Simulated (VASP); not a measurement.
# Te (P3_121) in VASP: notebook

Te is run at these levels: PBEsol; tasks: single point, relaxation of cell and atoms.

Program: VASP 6.6.1. These are calculated values, not measurements. Logs are shortened: lines on timing, memory, paths and dates and some standing lists are left out, and cuts for length are marked.

### 1 The cell of the first run

Symmetry: P3_121, No. 152, trigonal system. Conventional cell: a = 4.318 Å, b = 4.318 Å, c = 5.956 Å, α = 90.00°, β = 90.00°, γ = 120.00°. Within 3.8 Å of Te (site symmetry 2) lie 6 Te at 2.91 to 3.35 Å.

### 2 Single point, PBEsol

File INCAR:

```
SYSTEM = Te
PREC = Accurate
ENCUT = 520
EDIFF = 1E-6
ISMEAR = 0
SIGMA = 0.1
LREAL = .False.
LASPH = .True.
NELM = 100
ALGO = Normal
ISIF = 2
LWAVE = .False.
LCHARG = .False.
GGA = PS
NBANDS = 16
```

File KPOINTS:

```
regular mesh
0
Gamma
  12 12 8
  0 0 0
```

File POSCAR:

```
Te
1.0
    4.3181346869      0.0000000000      0.0000000000
   -2.1590673435      3.7396143358      0.0000000000
    0.0000000000      0.0000000000      5.9563484347
Te
3
Direct
    0.2837731515      0.0000000000      0.3333333333
    0.0000000000      0.2837731515      0.6666666667
    0.7162268485      0.7162268485      0.0000000000
```

Potentials or basis: VASP PAW PBE potentials, release 64 (Te).

Started as:

```console
cat potpaw_PBE.64/Te/POTCAR > POTCAR
mpirun -np 1 vasp_std > vasp.out
```

OUTCAR:

```text
SYSTEM = Te
   PREC = Accurate
   ENCUT = 520
   EDIFF = 1E-6
   ISMEAR = 0
   LREAL = .False.
   LASPH = .True.
   NELM = 100
   ISIF = 2
   GGA = PS

 ion  position               nearest neighbor table
   1  0.284  0.000  0.333-   3 2.91   2 2.91   3 3.35   3 3.35   2 3.35   2 3.35
   2  0.000  0.284  0.667-   3 2.91   1 2.91   3 3.35   3 3.35   1 3.35   1 3.35
   3  0.716  0.716  0.000-   1 2.91   2 2.91   2 3.35   1 3.35   1 3.35   2 3.35

  LATTYP: Found a hexagonal cell.
 ALAT       =     4.3181346869
 C/A-ratio  =     1.3793799561

  Lattice vectors:

 A1 = (   4.3181346869,   0.0000000000,   0.0000000000)
 A2 = (  -2.1590673435,   3.7396143358,   0.0000000000)
 A3 = (   0.0000000000,   0.0000000000,   5.9563484347)

Analysis of symmetry for initial positions (statically):
=====================================================================
 Subroutine PRICEL returns:
 Original cell was already a primitive cell.

 Routine SETGRP: Setting up the symmetry group for a
 hexagonal supercell.

 Subroutine GETGRP returns: Found  6 space group operations
 (whereof  2 operations were pure point group operations)
 out of a pool of 24 trial point group operations.

The static configuration has the point symmetry C_2 .
 The point group associated with its full space group is D_3 .

Analysis of symmetry for dynamics (positions and initial velocities):
=====================================================================
 Subroutine PRICEL returns:
 Original cell was already a primitive cell.

 Routine SETGRP: Setting up the symmetry group for a
 hexagonal supercell.

 Subroutine GETGRP returns: Found  6 space group operations
 (whereof  2 operations were pure point group operations)
 out of a pool of 24 trial point group operations.

The dynamic configuration has the point symmetry C_2 .
 The point group associated with its full space group is D_3 .

 Subroutine INISYM returns: Found  6 space group operations
 (whereof  2 operations are pure point group operations),
 and found     1 'primitive' translations

----------------------------------------------------------------------------------------

                                     Primitive cell

  volume of cell :      96.1841

  direct lattice vectors                    reciprocal lattice vectors
     4.318134687  0.000000000  0.000000000     0.231581475  0.133703627  0.000000000
    -2.159067343  3.739614336  0.000000000     0.000000000  0.267407254  0.000000000
     0.000000000  0.000000000  5.956348435     0.000000000  0.000000000  0.167888096

  length of vectors
     4.318134687  4.318134687  5.956348435     0.267407254  0.267407254  0.167888096

  position of ions in fractional coordinates (direct lattice)
     0.283773152  0.000000000  0.333333333
     0.000000000  0.283773152  0.666666667
     0.716226848  0.716226848  0.000000000

  ion indices of the primitive-cell ions
   primitive index   ion index
                 1           1
                 2           2
                 3           3

----------------------------------------------------------------------------------------

 KPOINTS: regular mesh

Automatic generation of k-mesh.
 Grid dimensions read from file:
 generate k-points for:   12   12    8

 Generating k-lattice:

  Cartesian coordinates                     Fractional coordinates (reciprocal lattice)
     0.019298456  0.011141969  0.000000000     0.083333333  0.000000000  0.000000000
     0.000000000  0.022283938  0.000000000     0.000000000  0.083333333  0.000000000
     0.000000000  0.000000000  0.020986012     0.000000000  0.000000000  0.125000000

  Length of vectors
     0.022283938  0.022283938  0.020986012

  Shift w.r.t. Gamma in fractional coordinates (k-lattice)
     0.000000000  0.000000000  0.000000000

 Subroutine IBZKPT returns following result:
 ===========================================

 Found    131 irreducible k-points:

 Following reciprocal coordinates:
            Coordinates               Weight
  0.000000  0.000000  0.000000      1.000000
  0.083333  0.000000  0.000000      6.000000
  0.166667  0.000000  0.000000      6.000000
  0.250000  0.000000  0.000000      6.000000
  0.333333  0.000000  0.000000      6.000000
  0.416667  0.000000  0.000000      6.000000
[... 16 lines left out ...]
  0.166667  0.000000  0.125000      6.000000
  0.000000  0.166667  0.125000      6.000000
 [... further k-points ...]
   k-points           NKPTS =    131   k-points in BZ     NKDIM =    131   number of bands    NBANDS=     16
   number of dos      NEDOS =    301   number of ions     NIONS =      3
   total plane-waves  NPLWV =  49152
   dimension x,y,z NGX =    32 NGY =   32 NGZ =   48
   dimension x,y,z NGXF=    64 NGYF=   64 NGZF=   96
   ions per type =               3
   NGX,Y,Z   is equivalent  to a cutoff of  12.32, 12.32, 13.40 a.u.
   NGXF,Y,Z  is equivalent  to a cutoff of  24.64, 24.64, 26.79 a.u.
 SYSTEM =  Te
   PREC   = accura    normal or accurate (medium, high low for compatibility)
   ISTART =      0    job   : 0-new  1-cont  2-samecut
   ICHARG =      2    charge: 1-file 2-atom 10-const
   ISPIN  =      1    spin polarized calculation?
   LNONCOLLINEAR =      F non collinear calculations
   LSORBIT =      F    spin-orbit coupling
   LASPH  =      T    aspherical Exc in radial PAW
   ENCUT  =  520.0 eV  38.22 Ry    6.18 a.u.   8.03  8.03 11.07*2*pi/ulx,y,z
   NELM   =    100;   NELMIN=  2; NELMDL= -5     # of ELM steps
   EDIFF  = 0.1E-05   stopping-criterion for ELM
   LREAL  =      F    real-space projection
   EDIFFG = 0.1E-04   stopping-criterion for IOM
   NSW    =      0    number of steps for IOM
   IBRION =     -1    ionic relax: 0-MD 1-quasi-New 2-CG
   NFREE  =      0    steps in history (QN), initial steepest desc. (CG)
   ISIF   =      2    stress and relaxation
   ISYM   =      2    0-nonsym 1-usesym 2-fastsym
   POTIM  = 0.5000    time-step for ionic-motion
   TEBEG  =    0.0;   TEEND  =   0.0 temperature during run
   PSTRESS=    0.0 pullay stress
   NELECT =      18.0000    total number of electrons
   NUPDOWN=      -1.0000    fix difference up-down
   EMIN   =  10.00;   EMAX   =-10.00  energy-range for DOS
   EFERMI =   0.00;   METHOD = LEGACY
   ISMEAR =     0;   SIGMA  =   0.10  broadening in eV -4-tet -1-fermi 0-gaus
   EFERMI_NEDOS =   21; number of points for ismear=-14 and -15
   IALGO  =     38    algorithm
   IMIX   =      4    mixing-type and parameters
     AMIX     =   0.40;   BMIX     =  1.00
     AMIX_MAG =   1.60;   BMIX_MAG =  1.00
  volume/ion in A,a.u.               =      32.06       216.36
  Fermi-wavevector in a.u.,A,eV,Ry     =   0.936407  1.769553 11.930377  0.876858
  Thomas-Fermi vector in A             =   2.063413
   LORBIT       =      0    0 simple, 1 ext, 2 COOP (PROOUT), +10 PAW based schemes
   GGA     = PS    functional components
   LHFCALC =     F    Hartree Fock is set to
   AEXX    =    0.0000 exact exchange contribution
   IVDW    =     0    specifies the selected vdW correction
   LEPSILON=     F    determine dielectric tensor
   LRPA    =     F    only Hartree local field effects (RPA)
 non-spin polarized calculation
 Gauss-broadening in eV      SIGMA  =   0.10
  energy-cutoff  :      520.00
  volume of cell :       96.18
 maximum number of plane-waves:      2613
   NGX = 17   NGY = 17   NGZ = 23

 number of electron      17.9999998 magnetization

 Free energy of the ion-electron system (eV)
  ---------------------------------------------------
  ext. energy  EPLUGINS =         0.00000000
  ---------------------------------------------------
  free energy    TOTEN  =       -10.58142396 eV

  energy without entropy =      -10.58115093  energy(sigma->0) =      -10.58128744

 E-fermi :   6.5977     XC(G=0):  -9.4990

 val. band max:        6.5692622483   @ k =   0.3333   0.3333   0.5000
 cond. band min:       6.8141542329   @ k =   0.0000   0.0000   0.5000
 fundamental gap:      0.2448919846
 Fermi energy:         6.5976675660

 k-point     1 :       0.0000    0.0000    0.0000
  band No.  band energies     occupation
      1      -7.3641      2.00000
      2      -3.9711      2.00000
      3      -3.9711      2.00000
      4       3.6034      2.00000
      5       3.9532      2.00000
      6       3.9532      2.00000
[... 8 lines left out ...]
     15      12.6527      0.00000
     16      12.6528      0.00000

 k-point     2 :       0.0833    0.0000    0.0000
  band No.  band energies     occupation
      1      -7.3083      2.00000
      2      -3.9754      2.00000
      3      -3.9524      2.00000
      4       3.0669      2.00000
      5       3.5559      2.00000
      6       3.7356      2.00000
[... 8 lines left out ...]
     15      12.5596      0.00000
     16      12.7464      0.00000

 k-point     3 :       0.1667    0.0000    0.0000
  band No.  band energies     occupation
      1      -7.1434      2.00000
      2      -4.0096      2.00000
      3      -3.8978      2.00000
      4       2.2563      2.00000
      5       3.0007      2.00000
      6       3.3768      2.00000
[... 8 lines left out ...]
     15      12.5917      0.00000
     16      13.1401      0.00000

 k-point     4 :       0.2500    0.0000    0.0000
  band No.  band energies     occupation
      1      -6.8794      2.00000
      2      -4.1252      2.00000
      3      -3.8153      2.00000
      4       1.6642      2.00000
      5       2.4846      2.00000
      6       3.0291      2.00000
[... 8 lines left out ...]
     15      12.9498      0.00000
     16      13.7933      0.00000
[... 324 lines left out ...]
 k-point    22 :       0.0000    0.0833    0.1250
  band No.  band energies     occupation
      1      -7.2512      2.00000
      2      -4.6830      2.00000
      3      -3.2231      2.00000
      4       3.1420      2.00000
      5       3.2791      2.00000
      6       3.7872      2.00000
[... 8 lines left out ...]
     15      12.2915      0.00000
     16      12.7123      0.00000

 k-point    23 :       0.1667    0.0000    0.1250
  band No.  band energies     occupation
      1      -7.0892      2.00000
      2      -4.5958      2.00000
      3      -3.3319      2.00000
      4       2.3278      2.00000
      5       3.2784      2.00000
      6       3.4600      2.00000
[... 8 lines left out ...]
     15      12.2980      0.00000
     16      12.6722      0.00000

 k-point    24 :       0.0000    0.1667    0.1250
  band No.  band energies     occupation
      1      -7.0864      2.00000
      2      -4.6406      2.00000
      3      -3.2534      2.00000
      4       2.3132      2.00000
      5       2.7023      2.00000
      6       3.3993      2.00000
[... 8 lines left out ...]
     15      12.7106      0.00000
     16      13.2301      0.00000

 [... further k-points ...]

------------------------ aborting loop because EDIFF is reached ----------------------------------------

  FORCE on cell =-STRESS in cart. coord.  units (eV):
  Direction    XX          YY          ZZ          XY          YZ          ZX
  --------------------------------------------------------------------------------------
  -------------------------------------------------------------------------------------
  Total        0.0208170      0.0208170      0.0546546     -0.0000000      0.0000000      0.0000000
  in kB        0.3467578      0.3467578      0.9104039     -0.0000000      0.0000000      0.0000000
  external PRESSURE =       0.5346399 kB  Pullay stress =       0.0000000 kB

 VOLUME and BASIS-vectors are now :
 -----------------------------------------------------------------------------
  energy-cutoff  :      520.00
  volume of cell :       96.18
      direct lattice vectors                 reciprocal lattice vectors
     4.318134687  0.000000000  0.000000000     0.231581475  0.133703627  0.000000000
    -2.159067343  3.739614336  0.000000000     0.000000000  0.267407254  0.000000000
     0.000000000  0.000000000  5.956348435     0.000000000  0.000000000  0.167888096

 POSITION                                       TOTAL-FORCE (eV/Angst)
 -----------------------------------------------------------------------------------
      1.22537      0.00000      1.98545         0.020304      0.000000      0.000000
     -0.61269      1.06120      3.97090        -0.010152      0.017584      0.000000
      1.54638      2.67841      0.00000        -0.010152     -0.017584      0.000000
 -----------------------------------------------------------------------------------
    total drift:                                0.000000     -0.000000      0.000000

  FREE ENERGIE OF THE ION-ELECTRON SYSTEM (eV)
  ---------------------------------------------------
  free  energy   TOTEN  =       -10.5814239562 eV

  energy  without entropy=      -10.5811509300  energy(sigma->0) =      -10.58128744
```

Run time: 3.7 min. Hardware: 1 thread of Oxide Virtual Turin-like, shared host; peak memory 0.28 GiB.

Results:

```
Free energy            : -10.5814 eV
Pressure               : 0.1 GPa
Largest force          : 0.020 eV/Å
Band gap on the k mesh : zero (filled and empty bands touch)
```

Forces in eV/Å, atoms in the order of the input:
```
Te   0.020  0.000  0.000
Te  -0.010  0.018  0.000
Te  -0.010 -0.018  0.000
```

Caveat: the PAW data sets were made with another functional, which shifts forces and pressure a little; spin-orbit coupling is left out, which moves the levels of the heavy elements.

### 3 Relaxation of cell and atoms, PBEsol

File INCAR:

```
SYSTEM = Te
  PREC = Accurate
  ENCUT = 600
  EDIFF = 1E-6
  ISMEAR = 0
  SIGMA = 0.1
  LREAL = .False.
  LASPH = .True.
  NELM = 80
  ALGO = Normal
  ISIF = 3
  LWAVE = .False.
  LCHARG = .False.
  GGA = PS
  IBRION = 2
  NSW = 100
  EDIFFG = -0.005
```

File KPOINTS:

```
Automatic mesh
0
Gamma
  12 12 8
  0 0 0
```

POSCAR is that of step 2.

Potentials or basis: VASP PAW PBE potentials, release 64 (Te).

Started as:

```console
cat potpaw_PBE.64/Te/POTCAR > POTCAR
mpirun -np 1 vasp_std > vasp.out
```

Wall time 8.1 min (1 thread of Oxide Virtual Turin-like, shared host); peak memory 0.33 GiB.

Results (log left out):

- Free energy: -10.5816 eV
- Relaxed volume: 32.01 Å³/atom
- Relaxed cell: a = 4.313 Å, b = 4.313 Å, c = 5.962 Å, α = 90.00°, β = 90.00°, γ = 120.00°
- Space group after relaxing (to 0.1 Å): P3_121 (No. 152)
- Energy gained by relaxing: 0.1 meV/atom
- Ionic steps: 7
- Pressure after relaxing: 0.0 GPa
- Band gap on the k mesh: zero (filled and empty bands touch)

The path:
```
step  energy change (eV)  largest force (eV/Å)  pressure (GPa)  volume (Å³)
   1              0.0000                0.0201            0.05        96.18
   2              0.0000                0.0095           -0.06        96.33
   3              0.0000                0.0115           -0.06        96.30
   4             -0.0001                0.0075           -0.05        96.26
   5             -0.0001                0.0022           -0.07        96.14
   6             -0.0001                0.0070            0.11        95.84
   7             -0.0002                0.0008            0.00        96.04
```

Final structure:
```xyz
3
Lattice="4.3129 0.0000 0.0000 -2.1565 3.7351 0.0000 0.0000 0.0000 5.9617" Properties=species:S:1:pos:R:3 pbc="T T T"
Te    1.2292    0.0000    1.9872
Te   -0.6146    1.0645    3.9745
Te    1.5419    2.6706    0.0000
```

Levels at points of the mesh, in eV from the Fermi level:
```
           k point  band 7  band 8  band 9  band 10  band 11  band 12
(0.00, 0.00, 0.00)   -1.82   -1.82   -1.18     0.96     0.96     1.65
(0.50, 0.00, 0.00)   -3.93   -0.87   -0.75     0.51     0.52     2.35
(0.00, 0.00, 0.50)   -1.30   -0.88   -0.88     0.20     0.27     0.27
(0.50, 0.00, 0.50)   -2.82   -2.55   -0.36     0.31     1.99     2.62
```

Caveat: the PAW data sets were made with another functional, which shifts forces and pressure a little; spin-orbit coupling is left out, which moves the levels of the heavy elements.

The gap in the log of VASP goes by the Fermi energy; the results here count the filled bands.